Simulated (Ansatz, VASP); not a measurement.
**InSe: VASP beside Ansatz**

```
CELL_PARAMETERS angstrom
5.90306 -2.08169 0.00000
5.90306 2.08169 0.00000
-1.74591 0.00000 4.83414
ATOMIC_POSITIONS crystal
In 0.88820 0.88820 0.04684
In 0.11180 0.11180 0.95316
Se 0.66093 0.66093 0.66896
Se 0.33907 0.33907 0.33104
```

Alike in both runs: task single point; functional LDA; k mesh 7 × 7 × 6; occupations fermi-dirac, width 0.05 eV; no spin polarisation.

```csv
,VASP,Ansatz
version,VASP 6.6.1,Ansatz 0.2.0
potentials or method,"VASP PAW LDA potentials, release 64 (In_d, Se)",Ansatz PAW
plane-wave cutoff (eV),520,420
valence electrons in the cell,38,58
```

```csv
,VASP,Ansatz,Ansatz less VASP
gap on the k mesh at the Fermi level (eV),0.94,0.93,-0.011
least direct gap on the mesh (eV),0.96,0.95,-0.015
pressure (GPa),-4.3,-4.4,-0.10
"traceless stress, the component that is largest in VASP (GPa)",-0.76,-0.78,-0.024
rms of the force components (eV/Å),0.166,0.176,+0.0098
```

LDA's correlation is that of Perdew and Zunger in VASP and of Perdew and Wang (1992) in Ansatz. Atom by atom the forces differ by 0.010 eV/Å (rms over components). VASP's potentials hold 38 valence electrons a cell and Ansatz's 58, so a difference there can come from the potentials and not from the codes.

Noted on Ansatz's run: odd divisions of the mesh miss points on the zone boundary, where band edges often lie, so the gap on the mesh can be too wide.
